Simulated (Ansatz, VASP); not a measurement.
# Two plane-wave programs on Au

```xyz
1
Lattice="0.0000 1.9944 2.1478 1.9944 0.0000 2.1478 1.9944 1.9944 0.0000" Properties=species:S:1:pos:R:3 pbc="T T T"
Au    0.0000    0.0000    0.0000
```

Change from the starting cell: strain -0.025 along x and y, +0.050 along z, atoms carried along.

Alike in both runs: task single point; functional PBEsol; k mesh 20 × 20 × 20; occupations gaussian, width 0.15 eV; no spin polarisation.

|  | VASP | Ansatz |
| --- | --- | --- |
| version | VASP 6.6.1 | Ansatz 0.2.0 |
| potentials or method | VASP PAW PBE potentials, release 64 (Au), cutoff 520 eV | scalar-relativistic, plane waves, PAW |
| valence electrons in the cell | 11 | 19 |

```csv
,VASP,Ansatz,Ansatz less VASP
gap on the k mesh at the Fermi level (eV),none,none,-
pressure (GPa),-0.7,-0.4,+0.23
"traceless stress, the component that is largest in VASP (GPa)",-1.92,-1.91,+0.010
```

VASP's potentials were made for PBE, not for PBEsol. A gap of «none» marks a metal or a gap that the smearing closes. VASP's potentials hold 11 valence electrons a cell and Ansatz's 19, so a difference there can come from the potentials and not from the codes.

Spin-orbit coupling is off throughout.
